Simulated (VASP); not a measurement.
## Zn24O23F (a cell with a defect): single point with PBE

Zn24O23F (a cell with a defect):

```xyz
48
Lattice="6.4986 0.0000 0.0000 -4.8740 8.4419 0.0000 0.0000 0.0000 10.4114" Properties=species:S:1:pos:R:3 pbc="T T T"
Zn   -0.1303    1.9569    2.6571
Zn   -0.0113    1.8879    7.7938
Zn   -1.6130    4.7061    2.5888
Zn   -1.6243    4.6902    7.8023
Zn   -3.2512    7.3176    2.6622
Zn   -3.2491    7.4847    7.7923
Zn    3.3795    1.9653    2.6545
Zn    3.2600    1.8900    7.7962
Zn    1.6153    4.6879    2.6042
Zn    1.6246    4.6886    7.7992
Zn    0.0018    7.4962    2.6212
Zn    0.0000    7.4988    7.8001
Zn    1.6247    0.9361   -0.2203
Zn    1.6254    0.9372    5.2347
Zn    0.0013    3.7656   -0.0284
Zn    0.0016    3.7645    5.2133
Zn   -1.6135    6.5614   -0.0281
Zn   -1.6164    6.5559    5.2163
Zn    4.8729    0.9231   -0.0259
Zn    4.8723    0.9253    5.2306
Zn    3.2483    3.7700   -0.0209
Zn    3.2485    3.7647    5.2123
Zn    1.6133    6.5583   -0.0236
Zn    1.6168    6.5614    5.2188
F     1.6242    0.9369    1.9819
O     1.6252    0.9379    7.2149
O     0.0064    3.7502    1.9615
O    -0.0010    3.7535    7.1849
O    -1.6138    6.5795    1.9609
O    -1.6238    6.5639    7.1870
O     4.8723    0.9230    1.9668
O     4.8728    0.9382    7.1980
O     3.2446    3.7634    1.9687
O     3.2506    3.7544    7.1843
O     1.6132    6.5703    1.9652
O     1.6240    6.5645    7.1891
O     0.0051    1.8694    4.5858
O    -0.0079    1.8802    9.8028
O    -1.6247    4.6865    4.5642
O    -1.6247    4.6900    9.7860
O    -3.2482    7.5128    4.5874
O    -3.2502    7.4940    9.8002
O     3.2434    1.8700    4.5835
O     3.2562    1.8838    9.8057
O     1.6255    4.6923    4.5757
O     1.6249    4.6896    9.7824
O    -0.0008    7.5048    4.5878
O     0.0008    7.5039    9.7825
```

```
Program             : VASP 6.6.1
Task                : single point
Functional          : PBE
Potentials or basis : VASP PAW PBE potentials, release 64 (Zn, F, O)
Cutoff              : 520 eV
k mesh              : 3 × 2 × 2
Occupations         : fermi-dirac, width 0.01 eV
Spin                : no spin polarisation
```

```yaml
Largest_force: 0.037 eV/Å
```

Forces on the atoms (eV/Å):
```
Zn   0.027 -0.024 -0.007
Zn   0.005 -0.004  0.021
Zn  -0.006 -0.004  0.001
Zn   0.000  0.001  0.006
Zn  -0.005  0.030 -0.007
Zn  -0.001  0.005  0.022
Zn  -0.026 -0.017 -0.008
Zn  -0.005 -0.003  0.022
Zn   0.007  0.016  0.002
Zn   0.000  0.001  0.004
Zn   0.005 -0.001  0.003
Zn   0.000  0.002  0.006
Zn   0.000 -0.005  0.026
Zn   0.001 -0.003 -0.010
Zn  -0.001 -0.007  0.000
Zn   0.000 -0.004 -0.002
Zn  -0.009  0.005  0.003
Zn  -0.005  0.004 -0.003
Zn   0.002  0.009  0.002
Zn   0.000  0.005 -0.008
Zn   0.000 -0.007  0.002
Zn   0.000 -0.005 -0.003
Zn   0.010  0.007  0.007
Zn   0.005  0.005 -0.004
F    0.004 -0.003  0.004
O    0.000  0.000  0.007
O    0.003  0.012 -0.020
O    0.002  0.003 -0.006
O    0.010  0.002 -0.015
O    0.004  0.000 -0.006
O   -0.003 -0.019 -0.023
O   -0.003 -0.004  0.007
O   -0.004  0.013 -0.017
O   -0.002  0.002 -0.007
O   -0.010 -0.005 -0.016
O   -0.005 -0.002 -0.002
O    0.008 -0.003  0.020
O   -0.015  0.011 -0.003
O    0.000 -0.001 -0.001
O    0.000 -0.003 -0.008
O    0.001  0.008  0.019
O   -0.001 -0.016 -0.002
O   -0.006 -0.002  0.018
O    0.013  0.012 -0.003
O   -0.001 -0.004 -0.005
O    0.000 -0.001 -0.009
O    0.000  0.000  0.000
O    0.000 -0.003 -0.010
```

Levels at points of the mesh, in eV from the Fermi level:
| k point | band 213 | band 214 | band 215 | band 216 | band 217 | band 218 | band 219 | band 220 |
| --- | --- | --- | --- | --- | --- | --- | --- | --- |
| (0.00, 0.00, 0.00) | -0.62 | -0.39 | -0.26 | -0.25 | 0.48 | 3.08 | 3.14 | 3.85 |
| (0.00, 0.50, 0.00) | -0.66 | -0.50 | -0.49 | -0.41 | 1.91 | 1.95 | 3.72 | 3.81 |
| (0.00, 0.00, 0.50) | -0.49 | -0.47 | -0.30 | -0.30 | 1.56 | 1.64 | 3.90 | 4.02 |
| (0.00, 0.50, 0.50) | -0.67 | -0.60 | -0.55 | -0.50 | 2.40 | 2.47 | 2.55 | 2.66 |

Wall time 31 min on 1 thread of Intel(R) Xeon(R) 6975P-C (Granite Rapids), with other jobs on the host, peak memory 1 GiB.

Caveat: the cell carries a net charge on a neutralising background, which shifts energy and pressure; the cell is charged against a uniform background, so pressure and absolute levels hang on convention.
